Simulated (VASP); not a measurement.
# Ag (Fm-3m) in VASP: further runs

Runs on Ag. Level: r2SCAN. Tasks: single point, relaxation of cell and atoms.

Everything below comes from runs of VASP 6.6.1. Logs are shortened: lines on timing, memory, paths and dates and some standing lists are left out, and cuts for length are marked.

## Step 1: The cell of the first run

Symmetry: Fm-3m, No. 225, cubic system. The conventional cell has a = 4.104 Å, b = 4.104 Å, c = 4.104 Å, α = 90.00°, β = 90.00°, γ = 90.00°. Ag (site symmetry m-3m) has 12 Ag at 2.90 Å within 3.8 Å.

## Step 2: Single point, r2SCAN

Contents of POSCAR:

```
Ag
1.0
    0.0000000000      2.0521781800      2.0521781800
    2.0521781800      0.0000000000      2.0521781800
    2.0521781800      2.0521781800      0.0000000000
Ag
1
Direct
    0.0000000000      0.0000000000      0.0000000000
```

Contents of INCAR.step1:

```
  PREC = Accurate
  ENCUT = 520
  ISMEAR = 0
  SIGMA = 0.1
  LREAL = False
  LASPH = True
  NELM = 100
  NBANDS = 12
  GGA = PE
  ALGO = Normal
  EDIFF = 1E-4
  LWAVE = True
  LCHARG = False
```

Contents of INCAR.step2:

```
  PREC = Accurate
  ENCUT = 520
  EDIFF = 1E-7
  ISMEAR = 0
  SIGMA = 0.1
  LREAL = False
  LASPH = True
  NELM = 100
  ALGO = Normal
  ISIF = 2
  LWAVE = False
  LCHARG = True
  METAGGA = R2SCAN
  LMIXTAU = True
  LELF = True
  LVHAR = True
  NBANDS = 12
  ISTART = 1
```

Contents of KPOINTS:

```
regular mesh
0
Gamma
  8 8 8
```

Potentials or basis: VASP PAW PBE potentials, release 64 (Ag).

Run with:

```sh
$ cat potpaw_PBE.64/Ag/POTCAR > POTCAR
$ cp INCAR.step1 INCAR
$ mpirun -np 1 vasp_std > vasp.out
$ cp INCAR.step2 INCAR
$ mpirun -np 1 vasp_std > vasp.out
```

OUTCAR:

```text
PREC = Accurate
   ENCUT = 520
   EDIFF = 1E-7
   ISMEAR = 0
   LREAL = False
   LASPH = True
   NELM = 100
   ISIF = 2
   METAGGA = R2SCAN
   ISTART = 1

 ion  position               nearest neighbor table
   1  0.000  0.000  0.000-

  LATTYP: Found a face centered cubic cell.
 ALAT       =     4.1043563600

  Lattice vectors:

 A1 = (   0.0000000000,   2.0521781800,   2.0521781800)
 A2 = (   2.0521781800,   0.0000000000,   2.0521781800)
 A3 = (   2.0521781800,   2.0521781800,   0.0000000000)

Analysis of symmetry for initial positions (statically):
=====================================================================
 Subroutine PRICEL returns:
 Original cell was already a primitive cell.

 Routine SETGRP: Setting up the symmetry group for a
 face centered cubic supercell.

 Subroutine GETGRP returns: Found 48 space group operations
 (whereof 48 operations were pure point group operations)
 out of a pool of 48 trial point group operations.

The static configuration has the point symmetry O_h .

Analysis of symmetry for dynamics (positions and initial velocities):
=====================================================================
 Subroutine PRICEL returns:
 Original cell was already a primitive cell.

 Routine SETGRP: Setting up the symmetry group for a
 face centered cubic supercell.

 Subroutine GETGRP returns: Found 48 space group operations
 (whereof 48 operations were pure point group operations)
 out of a pool of 48 trial point group operations.

The dynamic configuration has the point symmetry O_h .

 Subroutine INISYM returns: Found 48 space group operations
 (whereof 48 operations are pure point group operations),
 and found     1 'primitive' translations

----------------------------------------------------------------------------------------

                                     Primitive cell

  volume of cell :      17.2852

  direct lattice vectors                    reciprocal lattice vectors
     0.000000000  2.052178180  2.052178180    -0.243643561  0.243643561  0.243643561
     2.052178180  0.000000000  2.052178180     0.243643561 -0.243643561  0.243643561
     2.052178180  2.052178180  0.000000000     0.243643561  0.243643561 -0.243643561

  length of vectors
     2.902218215  2.902218215  2.902218215     0.422003027  0.422003027  0.422003027

  position of ions in fractional coordinates (direct lattice)
     0.000000000  0.000000000  0.000000000

  ion indices of the primitive-cell ions
   primitive index   ion index
                 1           1

----------------------------------------------------------------------------------------

 KPOINTS: regular mesh

Automatic generation of k-mesh.
 Grid dimensions read from file:
 generate k-points for:    8    8    8

 Generating k-lattice:

  Cartesian coordinates                     Fractional coordinates (reciprocal lattice)
    -0.030455445  0.030455445  0.030455445     0.125000000  0.000000000  0.000000000
     0.030455445 -0.030455445  0.030455445     0.000000000  0.125000000  0.000000000
     0.030455445  0.030455445 -0.030455445     0.000000000  0.000000000  0.125000000

  Length of vectors
     0.052750378  0.052750378  0.052750378

  Shift w.r.t. Gamma in fractional coordinates (k-lattice)
     0.000000000  0.000000000  0.000000000

 Subroutine IBZKPT returns following result:
 ===========================================

 Found     29 irreducible k-points:

 Following reciprocal coordinates:
            Coordinates               Weight
  0.000000  0.000000  0.000000      1.000000
  0.125000  0.000000  0.000000      8.000000
  0.250000  0.000000  0.000000      8.000000
  0.375000  0.000000  0.000000      8.000000
  0.500000  0.000000  0.000000      4.000000
  0.125000  0.125000  0.000000      6.000000
[... 16 lines left out ...]
  0.500000  0.250000  0.125000     48.000000
 -0.375000  0.250000  0.125000     24.000000
 [... further k-points ...]
   k-points           NKPTS =     29   k-points in BZ     NKDIM =     29   number of bands    NBANDS=     12
   number of dos      NEDOS =    301   number of ions     NIONS =      1
   total plane-waves  NPLWV =  13824
   dimension x,y,z NGX =    24 NGY =   24 NGZ =   24
   dimension x,y,z NGXF=    48 NGYF=   48 NGZF=   48
   ions per type =               1
   NGX,Y,Z   is equivalent  to a cutoff of  13.75, 13.75, 13.75 a.u.
   NGXF,Y,Z  is equivalent  to a cutoff of  27.50, 27.50, 27.50 a.u.
 SYSTEM =  unknown system
   PREC   = accura    normal or accurate (medium, high low for compatibility)
   ISTART =      1    job   : 0-new  1-cont  2-samecut
   ICHARG =      0    charge: 1-file 2-atom 10-const
   ISPIN  =      1    spin polarized calculation?
   LNONCOLLINEAR =      F non collinear calculations
   LSORBIT =      F    spin-orbit coupling
   LASPH  =      T    aspherical Exc in radial PAW
   ENCUT  =  520.0 eV  38.22 Ry    6.18 a.u.   5.40  5.40  5.40*2*pi/ulx,y,z
   NELM   =    100;   NELMIN=  2; NELMDL=  0     # of ELM steps
   EDIFF  = 0.1E-06   stopping-criterion for ELM
   LREAL  =      F    real-space projection
   EDIFFG = 0.1E-05   stopping-criterion for IOM
   NSW    =      0    number of steps for IOM
   IBRION =     -1    ionic relax: 0-MD 1-quasi-New 2-CG
   NFREE  =      0    steps in history (QN), initial steepest desc. (CG)
   ISIF   =      2    stress and relaxation
   ISYM   =      2    0-nonsym 1-usesym 2-fastsym
   POTIM  = 0.5000    time-step for ionic-motion
   TEBEG  =    0.0;   TEEND  =   0.0 temperature during run
   PSTRESS=    0.0 pullay stress
   NELECT =      11.0000    total number of electrons
   NUPDOWN=      -1.0000    fix difference up-down
   EMIN   =  10.00;   EMAX   =-10.00  energy-range for DOS
   EFERMI =   0.00;   METHOD = LEGACY
   ISMEAR =     0;   SIGMA  =   0.10  broadening in eV -4-tet -1-fermi 0-gaus
   EFERMI_NEDOS =   21; number of points for ismear=-14 and -15
   IALGO  =     38    algorithm
   IMIX   =      4    mixing-type and parameters
     AMIX     =   0.40;   BMIX     =  1.00
     AMIX_MAG =   1.60;   BMIX_MAG =  1.00
  volume/ion in A,a.u.               =      17.29       116.65
  Fermi-wavevector in a.u.,A,eV,Ry     =   1.408145  2.661008 26.978610  1.982872
  Thomas-Fermi vector in A             =   2.530332
   LORBIT       =      0    0 simple, 1 ext, 2 COOP (PROOUT), +10 PAW based schemes
   METAGGA = R2SCAN    functional components
   LHFCALC =     F    Hartree Fock is set to
   AEXX    =    0.0000 exact exchange contribution
   IVDW    =     0    specifies the selected vdW correction
   LEPSILON=     F    determine dielectric tensor
   LRPA    =     F    only Hartree local field effects (RPA)
 non-spin polarized calculation
 Gauss-broadening in eV      SIGMA  =   0.10
  energy-cutoff  :      520.00
  volume of cell :       17.29
 maximum number of plane-waves:       483
 NGX is ok and might be reduce to    24
   NGX = 11   NGY = 11   NGZ = 11

 number of electron      10.9999999 magnetization

 Free energy of the ion-electron system (eV)
  ---------------------------------------------------
  ext. energy  EPLUGINS =         0.00000000
  ---------------------------------------------------
  free energy    TOTEN  =       -21.32916015 eV

  energy without entropy =      -21.32605139  energy(sigma->0) =      -21.32760577

 E-fermi :   8.0161     XC(G=0): -12.8694

 val. band max:        7.9506361401   @ k =   0.5000   0.0000   0.0000
 cond. band min:       8.4693349366   @ k =   0.5000   0.3750   0.1250
 fundamental gap:      0.5186987965
 Fermi energy:         8.0160531812

 k-point     1 :       0.0000    0.0000    0.0000
  band No.  band energies     occupation
      1       0.3922      2.00000
      2       3.1628      2.00000
      3       3.1628      2.00000
      4       3.1628      2.00000
      5       4.1836      2.00000
      6       4.1836      2.00000
      7      24.8716      0.00000
      8      28.5059      0.00000
      9      28.5059      0.00000
     10      28.5059      0.00000
     11      33.4252      0.00000
     12      34.3965      0.00000

 k-point     2 :       0.1250    0.0000    0.0000
  band No.  band energies     occupation
      1       0.8713      2.00000
      2       3.0804      2.00000
      3       3.2809      2.00000
      4       3.2809      2.00000
      5       4.1503      2.00000
      6       4.1503      2.00000
      7      24.2871      0.00000
      8      25.9995      0.00000
      9      28.6294      0.00000
     10      28.6294      0.00000
     11      32.4208      0.00000
     12      33.8206      0.00000

 k-point     3 :       0.2500    0.0000    0.0000
  band No.  band energies     occupation
      1       1.7175      2.00000
      2       3.3607      2.00000
      3       3.3607      2.00000
      4       3.5124      2.00000
      5       4.3124      2.00000
      6       4.3124      2.00000
      7      19.6913      0.00000
      8      25.4636      0.00000
      9      28.4416      0.00000
     10      28.4416      0.00000
     11      31.8720      0.00000
     12      32.2768      0.00000

 k-point     4 :       0.3750    0.0000    0.0000
  band No.  band energies     occupation
      1       1.7077      2.00000
      2       3.2179      2.00000
      3       3.2179      2.00000
      4       4.7558      2.00000
      5       4.7558      2.00000
      6       5.7631      2.00000
      7      14.8823      0.00000
      8      24.5344      0.00000
      9      27.3407      0.00000
     10      27.3407      0.00000
     11      31.6850      0.00000
     12      31.6851      0.00000

 k-point     5 :       0.5000    0.0000    0.0000
  band No.  band energies     occupation
      1       1.6100      2.00000
      2       3.1365      2.00000
      3       3.1365      2.00000
      4       4.9814      2.00000
      5       4.9814      2.00000
      6       7.9506      1.64511
      7      11.8798      0.00000
      8      24.1010      0.00000
      9      26.7087      0.00000
     10      26.7088      0.00000
     11      31.6491      0.00000
     12      31.6492      0.00000
[... 228 lines left out ...]
      1       1.5482      2.00000
      2       1.6665      2.00000
      3       4.9436      2.00000
      4       5.1919      2.00000
      5       5.1919      2.00000
      6       9.9917      0.00000
      7      15.1125      0.00000
      8      19.3095      0.00000
      9      19.3095      0.00000
     10      25.7684      0.00000
     11      25.9222      0.00000
     12      38.9492      0.00000

 k-point    22 :       0.3750    0.2500    0.1250
  band No.  band energies     occupation
      1       2.5012      2.00000
      2       2.5386      2.00000
      3       3.2477      2.00000
      4       4.0310      2.00000
      5       4.2416      2.00000
      6       5.6116      2.00000
      7      20.4825      0.00000
      8      20.7921      0.00000
      9      24.9863      0.00000
     10      28.2161      0.00000
     11      30.1433      0.00000
     12      33.4095      0.00000

 k-point    23 :       0.5000    0.2500    0.1250
  band No.  band energies     occupation
      1       2.3214      2.00000
      2       2.8654      2.00000
      3       3.2392      2.00000
      4       3.9466      2.00000
      5       4.7007      2.00000
      6       7.9367      1.73797
      7      15.8144      0.00000
      8      20.3685      0.00000
      9      22.7576      0.00000
     10      27.9579      0.00000
     11      31.4947      0.00000
     12      34.9286      0.00000

 k-point    24 :      -0.3750    0.2500    0.1250
  band No.  band energies     occupation
      1       2.2635      2.00000
      2       2.7194      2.00000
      3       3.6279      2.00000
      4       3.7607      2.00000
      5       4.9088      2.00000
      6      10.6238      0.00000
      7      12.2704      0.00000
      8      21.0265      0.00000
      9      21.1958      0.00000
     10      27.3695      0.00000
     11      32.1370      0.00000
     12      36.4076      0.00000

 [... further k-points ...]
[... 5 lines left out ...]
  --------------------------------------------------------------------------------------
  -------------------------------------------------------------------------------------
  Total        0.0768175      0.0768175      0.0768175      0.0000000      0.0000000     -0.0000000
  in kB        7.1202554      7.1202554      7.1202554      0.0000000      0.0000000     -0.0000000
  external PRESSURE =       7.1202554 kB  Pullay stress =       0.0000000 kB

 VOLUME and BASIS-vectors are now :
 -----------------------------------------------------------------------------
  energy-cutoff  :      520.00
  volume of cell :       17.29
      direct lattice vectors                 reciprocal lattice vectors
     0.000000000  2.052178180  2.052178180    -0.243643561  0.243643561  0.243643561
     2.052178180  0.000000000  2.052178180     0.243643561 -0.243643561  0.243643561
     2.052178180  2.052178180  0.000000000     0.243643561  0.243643561 -0.243643561

 POSITION                                       TOTAL-FORCE (eV/Angst)
 -----------------------------------------------------------------------------------
      0.00000      0.00000      0.00000        -0.000000     -0.000000     -0.000000
 -----------------------------------------------------------------------------------
    total drift:                               -0.000000      0.000000      0.000000

  FREE ENERGIE OF THE ION-ELECTRON SYSTEM (eV)
  ---------------------------------------------------
  free  energy   TOTEN  =       -21.3291601505 eV

  energy  without entropy=      -21.3260513946  energy(sigma->0) =      -21.32760577
```

Wall time 22 s (1 thread of Intel Xeon Platinum 8259CL at 2.50GHz (Skylake/Cascade Lake), shared host); peak memory 0.15 GiB.

What came out:

```
Free energy : -21.3292 eV
Pressure    : 0.7 GPa
```

Caveat: the PAW data sets were made with another functional, which shifts forces and pressure a little.

(Continued in part 2 of 2.)
